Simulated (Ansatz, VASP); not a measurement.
Two plane-wave programs on Te

```xyz
1
Lattice="0.0000 2.4403 2.4403 2.4403 0.0000 2.4403 2.4403 2.4403 0.0000" Properties=species:S:1:pos:R:3 pbc="T T T"
Te    0.0000    0.0000    0.0000
```

Alike in both runs: functional RPBE; k mesh 11 × 11 × 11; occupations fermi-dirac, width 0.1 eV; no spin polarisation.

Ansatz relaxed the structure, and its values are those at the end. VASP's run is a single point on that final structure, the one shown.

|  | VASP | Ansatz |
| --- | --- | --- |
| version | VASP 6.6.1 | Ansatz 0.2.0 |
| potentials or method | VASP PAW PBE potentials, release 64 (Te), cutoff 520 eV | plane waves (420 eV) with PAW, scalar-relativistic |
| valence electrons in the cell | 6 | 16 |

```tsv
	VASP	Ansatz	Ansatz less VASP
pressure (GPa)	-0.2	0.0	+0.14
```

VASP's potentials were made for PBE, not for RPBE. VASP's potentials hold 6 valence electrons a cell and Ansatz's 16, so a difference there can come from the potentials and not from the codes.

Spin-orbit coupling is off throughout.
